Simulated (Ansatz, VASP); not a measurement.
Al in VASP and in Ansatz

Contents of INCAR:

```
PREC = Accurate
ENCUT = 520
EDIFF = 1E-6
ISMEAR = 0
SIGMA = 0.15
LREAL = F
LASPH = T
NELM = 60
ALGO = Normal
ISIF = 2
LWAVE = F
LCHARG = F
GGA = PS
IVDW = 12
NBANDS = 8
```

KPOINTS

```
Automatic mesh
0
Gamma
  22 22 22
```

The input POSCAR:

```
Al
1.0
    0.0000000000      2.1366492832      1.8161518907
    2.1366492832      0.0000000000      1.8161518907
    2.1366492832      2.1366492832      0.0000000000
Al
1
Direct
    0.0000000000      0.0000000000      0.0000000000
```

Input for Ansatz:

```yaml
crystal:
  lattice:
    - [0.0, 2.1366492832, 1.8161518907]
    - [2.1366492832, 0.0, 1.8161518907]
    - [2.1366492832, 2.1366492832, 0.0]
  atoms:
    - { symbol: Al, position: [0.0, 0.0, 0.0] }
basis:
  ecutwfc: 420
kpoints:
  mp_grid: { grid: [22, 22, 22] }
hamiltonian:
  xc: pbesol
  dispersion: d3bj
scf:
  occupations: { method: gaussian, width: 0.15 }
output:
  forces: true
  stress: true
  eigenvalues: true
```

Alike in both runs: task single point; functional PBEsol; dispersion D3(BJ); k mesh 22 × 22 × 22; occupations gaussian, width 0.15 eV; no spin polarisation.

```csv
,VASP,Ansatz
version,VASP 6.6.1,Ansatz 0.2.0
potentials or method,"VASP PAW PBE potentials, release 64 (Al), cutoff 520 eV","scalar-relativistic, plane waves, PAW"
valence electrons in the cell,3,3
```

```csv
,VASP,Ansatz,Ansatz less VASP
gap on the k mesh at the Fermi level (eV),none,none,-
pressure (GPa),-3.8,-3.9,-0.06
"traceless stress, the component that is largest in VASP (GPa)",4.72,4.69,-0.022
```

VASP's potentials were made for PBE, not for PBEsol. A gap of «none» marks a metal or a gap that the smearing closes.
